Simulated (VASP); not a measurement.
**ScAl3N4: single point with LDA**

Crystal: ScAl3N4.

```xyz
16
Lattice="4.8053 -2.7734 -0.0071 -3.2058 -0.0169 -4.8598 3.2373 5.6053 -0.0014" Properties=species:S:1:pos:R:3 pbc="T T T"
Sc    1.5684   -0.9633   -0.1941
Sc    3.2706   -1.8707   -2.5780
Al    4.7970   -0.8442    0.0442
Al    3.2508    1.9142   -0.0080
Al    6.4277    1.8319   -0.0311
Al    1.6351    1.0300   -2.3836
Al    4.8312    0.9487   -2.4349
Al    3.1693    3.6781   -2.5108
N     1.4753   -0.8227   -2.8675
N     0.1504    1.9566   -2.9959
N     3.2487    1.8285   -2.9910
N     1.5920    4.5345   -3.0136
N     3.3630   -1.9412   -0.5102
N     1.6165    1.0899   -0.4435
N     4.7944    0.9673   -0.5415
N     3.0955    3.6420   -0.6380
```

- Program: VASP 6.6.1
- Task: single point
- Functional: LDA
- Potentials or basis: VASP PAW LDA potentials, release 64 (Sc_sv, Al, N)
- Cutoff: 600 eV
- k mesh: 6 × 6 × 4
- Occupations: gaussian, width 0.02 eV
- Spin: no spin polarisation

| Quantity | Value |
| --- | --- |
| Pressure | 0.8 GPa |
| Largest force | 0.070 eV/Å |
| Band gap on the k mesh | 3.25 eV (least direct gap 3.63 eV) |

Forces on the atoms (eV/Å):
```
Sc   0.008  0.010 -0.029
Sc  -0.016  0.013 -0.016
Al   0.001  0.004  0.005
Al   0.003 -0.009 -0.004
Al  -0.009  0.001 -0.004
Al   0.008 -0.009  0.007
Al  -0.010  0.004  0.001
Al   0.015 -0.003 -0.014
N   -0.042  0.022 -0.011
N    0.044  0.030 -0.007
N    0.004  0.000  0.006
N   -0.005 -0.057  0.036
N    0.047 -0.031  0.043
N    0.001  0.047 -0.011
N    0.001  0.003  0.006
N   -0.049 -0.024 -0.007
```

Stress tensor (GPa, compression positive):
```
0.81 0.01 0.01
0.01 0.82 0.00
0.01 0.00 0.71
```

Levels at points of the mesh, in eV from the valence-band top:
```
           k point  band 38  band 39  band 40  band 41  band 42  band 43
(0.00, 0.00, 0.00)    -0.59    -0.44     0.00     3.66     3.99     4.17
(0.50, 0.00, 0.00)    -0.56    -0.40    -0.32     3.95     4.12     4.18
(0.00, 0.50, 0.00)    -0.75    -0.42    -0.38     3.67     3.95     4.19
(0.50, 0.50, 0.00)    -0.50    -0.44    -0.29     3.85     3.93     4.36
(0.00, 0.00, 0.50)    -0.53    -0.36    -0.24     4.00     4.28     4.42
(0.50, 0.00, 0.50)    -0.59    -0.35    -0.27     3.94     4.16     4.31
(0.00, 0.50, 0.50)    -0.76    -0.66    -0.63     3.38     3.59     4.56
(0.50, 0.50, 0.50)    -0.59    -0.43    -0.27     3.86     4.19     4.35
```

Run time: 39 min on 1 thread of Intel Xeon 8259CL, with other jobs on the host, peak memory 0.74 GiB.

A k mesh can miss the band edges.
